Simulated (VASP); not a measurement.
# BiSbTe2S (P-6m2) in VASP: a series of runs

The runs below take BiSbTe2S through single point, relaxation of cell and atoms, with PBE.

Program: VASP 6.6.1. These are calculated values, not measurements. Logs are shortened: lines on timing, memory, paths and dates and some standing lists are left out, and cuts for length are marked.

## 1. The cell of the first run

The structure is hexagonal, space group P-6m2 (No. 187). The conventional cell has a = 4.812 Å, b = 4.812 Å, c = 8.346 Å, α = 90.00°, β = 90.00°, γ = 120.00°. Within 2.8 Å of Sb (site symmetry -6m2) lie 2 Te at 2.10 Å and 3 S at 2.78 Å. Within 2.7 Å of Bi (site symmetry -6m2) lie 2 Te at 2.08 Å. Te (site symmetry 3m) has 1 Bi at 2.08 Å and 1 Sb at 2.10 Å within 2.7 Å. S (site symmetry -6m2) has 3 Sb at 2.78 Å and 6 Te at 3.48 Å within 3.7 Å.

The cell was built from a structure type or drawn by symmetry, and may not be a known phase.

## 2. Single point, PBE

File INCAR:

```
SYSTEM = BiSbTe2S
ALGO = Normal ; EDIFF = 1E-6
ENCUT = 520 ; GGA = PE
ISIF = 2 ; ISMEAR = 0
LASPH = .TRUE. ; LCHARG = .FALSE.
LREAL = .FALSE. ; LWAVE = .FALSE.
NBANDS = 27 ; NELM = 80
PREC = Accurate ; SIGMA = 0.1
```

File KPOINTS:

```
k-points
0
G
  6 6 2
  0 0 0
```

File POSCAR:

```
BiSbTe2S
1.0
    4.8123615300      0.0000000000      0.0000000000
   -2.4061807700      4.1676273400      0.0000000000
    0.0000000000      0.0000000000      8.3457547900
Sb Bi Te S
1 1 2 1
Direct
    0.3333333300      0.6666666700      0.0000000000
    0.3333333300      0.6666666700      0.5000000000
    0.3333333300      0.6666666700      0.2513265200
    0.3333333300      0.6666666700      0.7486734800
    0.6666666700      0.3333333300      0.0000000000
```

Potentials or basis: VASP PAW PBE potentials, release 64 (Sb, Bi_d, Te, S).

On the command line:

```console
cat potpaw_PBE.64/Sb/POTCAR potpaw_PBE.64/Bi_d/POTCAR potpaw_PBE.64/Te/POTCAR potpaw_PBE.64/S/POTCAR > POTCAR
mpirun -np 1 vasp_std > vasp.out
```

OUTCAR:

```text
SYSTEM = BiSbTe2S
   EDIFF = 1E-6
   ENCUT = 520
   GGA = PE
   ISIF = 2
   ISMEAR = 0
   LASPH = .TRUE.
   LREAL = .FALSE.
   NELM = 80
   PREC = Accurate

 ion  position               nearest neighbor table
   1  0.333  0.667  0.000-   3 2.10   4 2.10   5 2.78   5 2.78   5 2.78
   2  0.333  0.667  0.500-   3 2.08   4 2.08
   3  0.333  0.667  0.251-   2 2.08   1 2.10
   4  0.333  0.667  0.749-   2 2.08   1 2.10
   5  0.667  0.333  0.000-   1 2.78   1 2.78   1 2.78

  LATTYP: Found a hexagonal cell.
 ALAT       =     4.8123615300
 C/A-ratio  =     1.7342327126

  Lattice vectors:

 A1 = (   4.8123615300,   0.0000000000,   0.0000000000)
 A2 = (  -2.4061807700,   4.1676273400,   0.0000000000)
 A3 = (   0.0000000000,   0.0000000000,   8.3457547900)

Analysis of symmetry for initial positions (statically):
=====================================================================
 Subroutine PRICEL returns:
 Original cell was already a primitive cell.

 Routine SETGRP: Setting up the symmetry group for a
 hexagonal supercell.

 Subroutine GETGRP returns: Found 12 space group operations
 (whereof 12 operations were pure point group operations)
 out of a pool of 24 trial point group operations.

The static configuration has the point symmetry D_3h.

Analysis of symmetry for dynamics (positions and initial velocities):
=====================================================================
 Subroutine PRICEL returns:
 Original cell was already a primitive cell.

 Routine SETGRP: Setting up the symmetry group for a
 hexagonal supercell.

 Subroutine GETGRP returns: Found 12 space group operations
 (whereof 12 operations were pure point group operations)
 out of a pool of 24 trial point group operations.

The dynamic configuration has the point symmetry D_3h.

 Subroutine INISYM returns: Found 12 space group operations
 (whereof 12 operations are pure point group operations),
 and found     1 'primitive' translations

----------------------------------------------------------------------------------------

                                     Primitive cell

  volume of cell :     167.3835

[... 78 lines left out ...]
   LNONCOLLINEAR =      F non collinear calculations
   LSORBIT =      F    spin-orbit coupling
   LASPH  =      T    aspherical Exc in radial PAW
   ENCUT  =  520.0 eV  38.22 Ry    6.18 a.u.   8.95  8.95 15.52*2*pi/ulx,y,z
   NELM   =     80;   NELMIN=  2; NELMDL= -5     # of ELM steps
   EDIFF  = 0.1E-05   stopping-criterion for ELM
   LREAL  =      F    real-space projection
   EDIFFG = 0.1E-04   stopping-criterion for IOM
   NSW    =      0    number of steps for IOM
   IBRION =     -1    ionic relax: 0-MD 1-quasi-New 2-CG
   NFREE  =      0    steps in history (QN), initial steepest desc. (CG)
   ISIF   =      2    stress and relaxation
   ISYM   =      2    0-nonsym 1-usesym 2-fastsym
   POTIM  = 0.5000    time-step for ionic-motion
   TEBEG  =    0.0;   TEEND  =   0.0 temperature during run
   PSTRESS=    0.0 pullay stress
   NELECT =      38.0000    total number of electrons
   NUPDOWN=      -1.0000    fix difference up-down
   EMIN   =  10.00;   EMAX   =-10.00  energy-range for DOS
   EFERMI =   0.00;   METHOD = LEGACY
   ISMEAR =     0;   SIGMA  =   0.10  broadening in eV -4-tet -1-fermi 0-gaus
   EFERMI_NEDOS =   21; number of points for ismear=-14 and -15
   IALGO  =     38    algorithm
   IMIX   =      4    mixing-type and parameters
     AMIX     =   0.40;   BMIX     =  1.00
     AMIX_MAG =   1.60;   BMIX_MAG =  1.00
  volume/ion in A,a.u.               =      33.48       225.91
  Fermi-wavevector in a.u.,A,eV,Ry     =   0.998692  1.887255 13.570270  0.997387
  Thomas-Fermi vector in A             =   2.130933
   LORBIT       =      0    0 simple, 1 ext, 2 COOP (PROOUT), +10 PAW based schemes
   GGA     = PE    functional components
   LHFCALC =     F    Hartree Fock is set to
   AEXX    =    0.0000 exact exchange contribution
   IVDW    =     0    specifies the selected vdW correction
   LEPSILON=     F    determine dielectric tensor
   LRPA    =     F    only Hartree local field effects (RPA)
 non-spin polarized calculation
 Gauss-broadening in eV      SIGMA  =   0.10
  energy-cutoff  :      520.00
  volume of cell :      167.38
 maximum number of plane-waves:      4542
 NGX is ok and might be reduce to    36
   NGX = 17   NGY = 17   NGZ = 31

 number of electron      37.9999995 magnetization

 Free energy of the ion-electron system (eV)
  ---------------------------------------------------
  ext. energy  EPLUGINS =         0.00000000
  ---------------------------------------------------
  free energy    TOTEN  =         6.64618692 eV

  energy without entropy =        6.67063247  energy(sigma->0) =        6.65840969

 E-fermi :   5.8647     XC(G=0):  -8.3289

 val. band max:        5.8612479772   @ k =   0.1667   0.1667   0.5000
 cond. band min:       5.9572903194   @ k =   0.1667   0.1667   0.0000
 fundamental gap:      0.0960423421
 Fermi energy:         5.8647115775

 k-point     1 :       0.0000    0.0000    0.0000
  band No.  band energies     occupation
      1     -20.6759      2.00000
      2     -19.4258      2.00000
      3     -19.4258      2.00000
      4     -18.6432      2.00000
      5     -18.6432      2.00000
      6     -10.6843      2.00000
[... 409 lines left out ...]
     26      10.8631      0.00000
     27      11.9687      0.00000

------------------------ aborting loop because EDIFF is reached ----------------------------------------

  FORCE on cell =-STRESS in cart. coord.  units (eV):
  Direction    XX          YY          ZZ          XY          YZ          ZX
  --------------------------------------------------------------------------------------
  -------------------------------------------------------------------------------------
  Total        0.2175994      0.2175994    201.4098445     -0.0000000      0.0000000      0.0000000
  in kB        2.0828381      2.0828381   1927.8734895     -0.0000000      0.0000000      0.0000000
  external PRESSURE =     644.0130552 kB  Pullay stress =       0.0000000 kB

 VOLUME and BASIS-vectors are now :
 -----------------------------------------------------------------------------
  energy-cutoff  :      520.00
  volume of cell :      167.38
      direct lattice vectors                 reciprocal lattice vectors
     4.812361530  0.000000000  0.000000000     0.207798187  0.119972339  0.000000000
    -2.406180770  4.167627340  0.000000000     0.000000000  0.239944678  0.000000000
     0.000000000  0.000000000  8.345754790     0.000000000  0.000000000  0.119821397

 POSITION                                       TOTAL-FORCE (eV/Angst)
 -----------------------------------------------------------------------------------
     -0.00000      2.77842      0.00000         0.000000     -0.000000      0.000000
     -0.00000      2.77842      4.17288        -0.000000      0.000000      0.000000
     -0.00000      2.77842      2.09751         0.000000     -0.000000     -6.283753
     -0.00000      2.77842      6.24825         0.000000     -0.000000      6.283753
      2.40618      1.38921      0.00000         0.000000     -0.000000      0.000000
 -----------------------------------------------------------------------------------
    total drift:                                0.000048     -0.000028     -0.000000

  FREE ENERGIE OF THE ION-ELECTRON SYSTEM (eV)
  ---------------------------------------------------
  free  energy   TOTEN  =         6.6461869154 eV

  energy  without entropy=        6.6706324702  energy(sigma->0) =        6.65840969
```

stdout:

```text
POSCAR found type information on POSCAR SbBiTeS
 POSCAR found :  4 types and       5 ions
 scaLAPACK will be used
 LDA part: xc-table for (Slater+PW92), standard interpolation
 POSCAR, INCAR and KPOINTS ok, starting setup
 FFT: planning ... GRIDC
 FFT: planning ... GRID_SOFT
 FFT: planning ... GRID
 WAVECAR not read
 entering main loop
```

Wall time 40 s (1 thread of Intel Xeon Platinum 8488C (Sapphire Rapids), shared host); peak memory 0.31 GiB.

What came out:

- Free energy: 6.6462 eV
- Pressure: 64.4 GPa
- Largest force: 6.284 eV/Å
- Band gap on the k mesh: zero (bands 19 and 20 overlap by 0.79 eV)

Forces on the atoms (eV/Å):
```
Sb   0.000  0.000  0.000
Bi   0.000  0.000  0.000
Te   0.000  0.000 -6.284
Te   0.000  0.000  6.284
S    0.000  0.000  0.000
```

Stress tensor (GPa, compression positive):
```
  0.21   0.00   0.00
  0.00   0.21   0.00
  0.00   0.00 192.79
```

Caveat: the k points lie up to 0.38 Å⁻¹ apart, too coarse for converged energies and pressures of a metal; spin-orbit coupling is left out, which moves the levels of the heavy elements; forces of over 1 eV/Å act on the atoms, so gaps and moduli don't describe the material at rest.

## 3. Single point, PBE

This run uses another cell than the first one, of 41.84 Å³/atom.

File INCAR:

```
ALGO = Normal ; EDIFF = 1E-7
ENCUT = 520 ; GGA = PE
ISIF = 2 ; ISMEAR = 0
LASPH = T ; LCHARG = T
LELF = T ; LREAL = F
LVHAR = T ; LWAVE = F
NBANDS = 27 ; NELM = 100
PREC = Accurate ; SIGMA = 0.1
```

File KPOINTS:

```
k-points
0
Gamma
  6 6 2
```

File POSCAR:

```
BiSbTe2S
1.0
    4.6125384224      0.0000000028      0.0000000000
   -2.3062692136      3.9945754484      0.0000000000
    0.0000000000      0.0000000000     11.3545019541
Sb Bi Te S
1 1 2 1
Direct
    0.3333333333      0.6666666667      0.0000000000
    0.3333333333      0.6666666667      0.5000000000
    0.3333333333      0.6666666667      0.2553507631
    0.3333333333      0.6666666667      0.7446492369
    0.6666666667      0.3333333333      0.0000000000
```

Potentials or basis: VASP PAW PBE potentials, release 64 (Sb, Bi_d, Te, S).

On the command line:

```console
cat potpaw_PBE.64/Sb/POTCAR potpaw_PBE.64/Bi_d/POTCAR potpaw_PBE.64/Te/POTCAR potpaw_PBE.64/S/POTCAR > POTCAR
mpirun -np 1 vasp_std > vasp.out
```

Wall time 56 s (1 thread of Intel Xeon Platinum 8488C (Sapphire Rapids), shared host); peak memory 0.38 GiB.

The run converged. Its results:

```
Free energy            : -16.2160 eV
Pressure               : -0.1 GPa
Largest force          : 0.019 eV/Å
Band gap on the k mesh : zero (bands 19 and 20 overlap by 0.12 eV)
```

Forces in eV/Å, atoms in the order of the input:
```
Sb   0.000  0.000  0.000
Bi   0.000  0.000  0.000
Te   0.000  0.000  0.019
Te   0.000  0.000 -0.019
S    0.000  0.000  0.000
```

Stress tensor (GPa, compression positive):
```
-0.06  0.00  0.00
 0.00 -0.06  0.00
 0.00  0.00 -0.14
```

Levels at points of the mesh, in eV from the Fermi level:
```tsv
k point	band 16	band 17	band 18	band 19	band 20	band 21	band 22	band 23
(0.00, 0.00, 0.00)	-0.84	-0.23	-0.23	0.03	0.65	0.65	1.24	1.94
(0.50, 0.00, 0.00)	-1.16	-1.12	-0.64	-0.36	0.28	0.81	1.14	2.43
(0.00, 0.00, 0.50)	-0.80	-0.80	-0.39	-0.39	1.07	1.07	1.58	1.58
(0.50, 0.00, 0.50)	-1.86	-1.46	-1.26	-0.47	-0.05	1.05	2.16	3.57
```

Caveat: spin-orbit coupling is left out, which moves the levels of the heavy elements.

(Continued in part 2 of 2.)
